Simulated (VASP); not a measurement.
# AlN (wurtzite to rock salt path): relaxation of volume and atoms at fixed shape with PBEsol

AlN (wurtzite to rock salt path):

```
CELL_PARAMETERS angstrom
1.65359 -2.64574 0.00000
1.65359 2.64574 0.00000
0.00000 0.00000 4.29933
ATOMIC_POSITIONS crystal
Al 0.00000 0.00000 0.00000
Al 0.63781 0.36219 0.50000
N 0.00000 0.00000 0.47000
N 0.63781 0.36219 0.97000
```

| Property | Result |
| --- | --- |
| Program | VASP 6.6.1 |
| Task | relaxation of volume and atoms at fixed shape |
| Functional | PBEsol |
| Potentials or basis | VASP PAW PBE potentials, release 64 (Al, N) |
| Cutoff | 600 eV |
| k mesh | 9 × 9 × 7 |
| Occupations | gaussian, width 0.01 eV |
| Spin | no spin polarisation |
| Target pressure | 20 GPa |
| Dipole correction | no |
| Further INCAR settings | ALGO = Normal; EDIFF = 1e-06; IBRION = 2; EDIFFG = -0.01; NSW = 70; ISIF = 8 |

```yaml
Relaxed_volume: 9.20 Å³/atom
Relaxed_cell: a = 3.097 Å, b = 3.097 Å, c = 4.268 Å, α = 90.00°, β = 90.00°, γ = 115.99°
Space_group_after_relaxing_to_0.05_Å: Cmc2_1 (No. 36)
Energy_change_on_relaxing_the_enthalpy_is_what_falls: -10.9 meV/atom
Ionic_steps: 18
Pressure_after_relaxing: 20.0 GPa
Largest_force_after_relaxing: 0.004 eV/Å
Band_gap_on_the_k_mesh: 3.76 eV, indirect (least direct gap 3.85 eV)
```

Forces in eV/Å, atoms in the order of the input:
```
Al   0.000 -0.001 -0.001
Al   0.000  0.001 -0.001
N    0.000  0.004  0.001
N    0.000 -0.004  0.001
```

Stress tensor (GPa, compression positive):
```
17.12  0.00  0.00
 0.00 26.77  0.00
 0.00  0.00 16.18
```

Step by step:
| step | energy change (eV) | largest force (eV/Å) | pressure (GPa) | volume (Å³) |
| --- | --- | --- | --- | --- |
| 1 | 0.0000 | 1.3458 | 12.80 | 37.62 |
| 2 | 0.2401 | 1.2419 | 32.12 | 35.37 |
| 3 | 0.0319 | 0.2429 | 22.58 | 36.31 |
| 4 | 0.0351 | 0.2170 | 22.80 | 36.29 |
| 5 | -0.0501 | 0.2846 | 18.04 | 36.94 |
| 6 | -0.0207 | 0.1826 | 19.85 | 36.69 |
| 7 | -0.0346 | 0.1185 | 19.34 | 36.77 |
| 8 | -0.0543 | 0.1353 | 18.61 | 36.91 |
| 9 | -0.0437 | 0.0906 | 19.62 | 36.80 |
| 10 | -0.0346 | 0.0593 | 20.40 | 36.73 |
| 11 | -0.0334 | 0.0562 | 20.48 | 36.72 |
| 12 | -0.0388 | 0.0215 | 20.24 | 36.76 |
| 13 | -0.0419 | 0.0294 | 20.08 | 36.78 |
| 14 | -0.0440 | 0.0180 | 19.95 | 36.80 |
| 15 | -0.0456 | 0.0116 | 19.87 | 36.81 |
| 16 | -0.0441 | 0.0114 | 19.97 | 36.80 |
| 17 | -0.0430 | 0.0117 | 20.05 | 36.79 |
| 18 | -0.0434 | 0.0038 | 20.03 | 36.80 |

Final structure:
```
CELL_PARAMETERS angstrom
1.64143 -2.62630 0.00000
1.64143 2.62630 0.00000
0.00000 0.00000 4.26773
ATOMIC_POSITIONS crystal
Al 0.99045 0.00955 0.00852
Al 0.64737 0.35263 0.50852
N 0.99456 0.00544 0.46148
N 0.64325 0.35675 0.96148
```

Levels at points of the mesh, in eV from the valence-band top:
```csv
k point,band 4,band 5,band 6,band 7,band 8,band 9,band 10,band 11,band 12
"(0.00, 0.00, 0.00)",-3.54,-2.77,-1.95,-1.55,0.00,3.85,5.13,8.25,10.21
```

Wall time 4.7 min on 1 thread of Intel(R) Xeon(R) Platinum 8259CL CPU @ 2.50GHz (Skylake/Cascade Lake) (shared host), peak memory 0.2 GiB.

Caveat: the cell is relaxed towards a set pressure, so the enthalpy falls and the energy may rise; the PAW data sets were made with another functional, which shifts forces and pressure a little. A k mesh can miss the band edges.
